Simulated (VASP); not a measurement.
HfN, 4 atoms in the cell. The structure is hexagonal, space group P6_3/mmc (No. 194). The conventional cell has a = 3.239 Å, b = 3.239 Å, c = 5.425 Å, α = 90.00°, β = 90.00°, γ = 120.00°. Hf (site symmetry -6m2) has 6 N at 2.31 Å within 3.1 Å. N (site symmetry -3m) has 6 Hf at 2.31 Å and 2 N at 2.71 Å within 3.1 Å.  This cell differs from its parent crystal: strain +0.030 along x and y, +0.000 along z.

```yaml
Program: VASP 6.6.1
Task: single point
Functional: r2SCAN
Potentials_or_basis: VASP PAW PBE potentials, release 64 (Hf_pv, N)
Cutoff: 520 eV
k_mesh: 18 × 18 × 10
Occupations: gaussian, width 0.15 eV
Spin: no spin polarisation
Dipole_correction: no
Further_INCAR_settings: ALGO = Normal; EDIFF = 1e-06; NBANDS = 23
```

Potentials or basis: VASP PAW PBE potentials, release 64 (Hf_pv, N).

Launch:

```console
$ cat potpaw_PBE.64/Hf_pv/POTCAR potpaw_PBE.64/N/POTCAR > POTCAR
$ cp INCAR.step1 INCAR
$ mpirun -np 1 vasp_std > vasp.out
$ cp INCAR.step2 INCAR
$ mpirun -np 1 vasp_std > vasp.out
```

Hardware: 1 thread of AMD EPYC 9755 128-Core Processor (shared host).

Task: Estimate the wall time of this run.

Result: Wall time 14 min on 1 thread of AMD EPYC 9755 128-Core Processor, with other jobs on the host, peak memory 0.3 GiB. Counts: k points 222.
